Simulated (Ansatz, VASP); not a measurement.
**Two plane-wave programs on GaN**

```
Ga N
1.0
     0.00000    2.37134    2.33753
     2.33753    0.00000    2.33753
     2.33753    2.37134    0.00000
Ga N
1 1
Direct
  0.00000 0.00000 0.00000
  0.75000 0.75000 0.75000
```

Alike in both runs: task single point; functional PBEsol; k mesh 10 × 10 × 10; occupations gaussian, width 0.02 eV; no spin polarisation.

|  | VASP | Ansatz |
| --- | --- | --- |
| version | VASP 6.6.1 | Ansatz 0.2.0 |
| potentials or method | VASP PAW PBE potentials, release 64 (Ga_d, N), cutoff 520 eV | scalar-relativistic, plane waves, PAW |
| valence electrons in the cell | 18 | 18 |

Ansatz gave:

* gap on the k mesh at the Fermi level (eV): 0.86
* least direct gap on the mesh (eV): 0.86
* pressure (GPa): -18.4
* traceless stress, the component that is largest in VASP (GPa): -1.26

**Question.** Which values does VASP return?

**Answer.** gap on the k mesh at the Fermi level (eV): 0.87; least direct gap on the mesh (eV): 0.87; pressure (GPa): -18.4; traceless stress, the component that is largest in VASP (GPa): -1.26.

VASP's potentials were made for PBE, not for PBEsol. The functional is the same, so the differences come from potentials, cutoffs and numerics.
